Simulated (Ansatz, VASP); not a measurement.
Two plane-wave programs on Ge

File INCAR:

```
ALGO = Normal
EDIFF = 1E-7
ENCUT = 520
GGA = CA
ISIF = 2
ISMEAR = -1
LASPH = True
LCHARG = True
LELF = True
LREAL = False
LVHAR = True
LWAVE = False
NBANDS = 36
NELM = 60
PREC = Accurate
SIGMA = 0.05
```

Contents of KPOINTS:

```
k-points
0
Gamma
  7 7 7
```

File POSCAR:

```
Ge
1.0
    0.0000000000      2.8857400000      5.1156650000
    2.6304970000      0.0000000000      5.1156650000
    2.6304970000      2.8857400000      0.0000000000
Ge
4
Direct
    0.7264900000      0.2735100000      0.7264900000
    0.2735100000      0.7264900000      0.2735100000
    0.2181330000      0.2181330000      0.7818670000
    0.7818670000      0.7818670000      0.2181330000
```

File input.yaml:

```yaml
crystal:
  lattice:
    - [0.0, 2.88574, 5.115665]
    - [2.630497, 0.0, 5.115665]
    - [2.630497, 2.88574, 0.0]
  atoms:
    - { symbol: Ge, position: [0.72649, 0.27351, 0.72649] }
    - { symbol: Ge, position: [0.27351, 0.72649, 0.27351] }
    - { symbol: Ge, position: [0.218133, 0.218133, 0.781867] }
    - { symbol: Ge, position: [0.781867, 0.781867, 0.218133] }
hamiltonian:
  xc: lda
  pseudopotentials: { kind: paw }
kpoints:
  mp_grid: { grid: [7, 7, 7] }
scf:
  occupations: { method: fermi_dirac, width: 0.05 }
output:
  forces: true
  stress: true
  eigenvalues: true
```

Alike in both runs: task single point; functional LDA; k mesh 7 × 7 × 7; occupations fermi-dirac, width 0.05 eV; no spin polarisation.

|  | VASP | Ansatz |
| --- | --- | --- |
| version | VASP 6.6.1 | Ansatz 0.2.0 |
| potentials or method | VASP PAW LDA potentials, release 64 (Ge_d) | Ansatz PAW |
| plane-wave cutoff (eV) | 520 | 420 |
| valence electrons in the cell | 56 | 56 |

```csv
,VASP,Ansatz,Ansatz less VASP
gap on the k mesh at the Fermi level (eV),none,none,-
pressure (GPa),-5.1,-5.1,-0.09
"traceless stress, the component that is largest in VASP (GPa)",-0.63,-0.64,-0.010
rms of the force components (eV/Å),0.018,0.018,+0.0006
```

LDA's correlation is that of Perdew and Zunger in VASP and of Perdew and Wang (1992) in Ansatz. Atom by atom the forces differ by 0.001 eV/Å (rms over components). A gap of «none» marks a metal or a gap that the smearing closes.
